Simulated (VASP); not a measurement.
**CdH6: relaxation of cell and atoms with PBE**

The system is CdH6.

```
CELL_PARAMETERS angstrom
0.00000 3.02165 3.02165
3.02165 0.00000 3.02165
3.02165 3.02165 0.00000
ATOMIC_POSITIONS crystal
Cd 0.50000 0.50000 0.50000
H 0.58838 0.91162 0.91162
H 0.91162 0.58838 0.58838
H 0.91162 0.91162 0.58838
H 0.58838 0.58838 0.91162
H 0.58838 0.91162 0.58838
H 0.91162 0.58838 0.91162
```

```
Program                : VASP 6.6.1
Task                   : relaxation of cell and atoms
Functional             : PBE
Potentials or basis    : VASP PAW PBE potentials, release 64 (Cd, H)
Cutoff                 : 600 eV
k mesh                 : 8 × 8 × 8
Occupations            : gaussian, width 0.02 eV
Spin                   : no spin polarisation
Dipole correction      : no
Further INCAR settings : ALGO = Normal; EDIFF = 1e-06; IBRION = 2; EDIFFG = -0.01; NSW = 100; ISIF = 3
```

The pressure after relaxing is 0.0 GPa and the band gap on the k mesh is 1.23 eV, indirect (least direct gap 1.42 eV).

Forces in eV/Å, atoms in the order of the input:
```
Cd   0.000  0.000  0.000
H    0.002  0.000  0.000
H   -0.002  0.000  0.000
H    0.000  0.000  0.002
H    0.000  0.000 -0.002
H    0.000 -0.002  0.000
H    0.000  0.002  0.000
```

Final structure:
```xyz
7
Lattice="0.0000 3.0216 3.0216 3.0216 0.0000 3.0216 3.0216 3.0216 0.0000" Properties=species:S:1:pos:R:3 pbc="T T T"
Cd    3.0216    3.0216    3.0216
H     5.5092    4.5325    4.5325
H     3.5558    4.5325    4.5325
H     4.5325    4.5325    5.5092
H     4.5325    4.5325    3.5558
H     4.5325    3.5558    4.5325
H     4.5325    5.5092    4.5325
```

Levels at points of the mesh, in eV from the valence-band top:
| k point | band 5 | band 6 | band 7 | band 8 | band 9 | band 10 | band 11 | band 12 | band 13 |
| --- | --- | --- | --- | --- | --- | --- | --- | --- | --- |
| (0.00, 0.00, 0.00) | -7.86 | -7.86 | 0.00 | 0.00 | 0.00 | 1.42 | 5.94 | 5.94 | 6.01 |
| (0.50, 0.00, 0.00) | -7.78 | -7.37 | -4.89 | -0.84 | -0.84 | 2.71 | 3.99 | 3.99 | 8.50 |
| (0.50, 0.50, 0.00) | -7.75 | -7.31 | -4.27 | -2.26 | -2.26 | 1.23 | 3.90 | 6.16 | 9.51 |

Wall time 51 s on 1 thread of Intel(R) Xeon(R) Platinum 8259CL CPU @ 2.50GHz (Skylake/Cascade Lake), on a shared host, peak memory 0.21 GiB.

Caveat: the relaxation stopped at its first step, so nothing moved. A k mesh can miss the band edges.
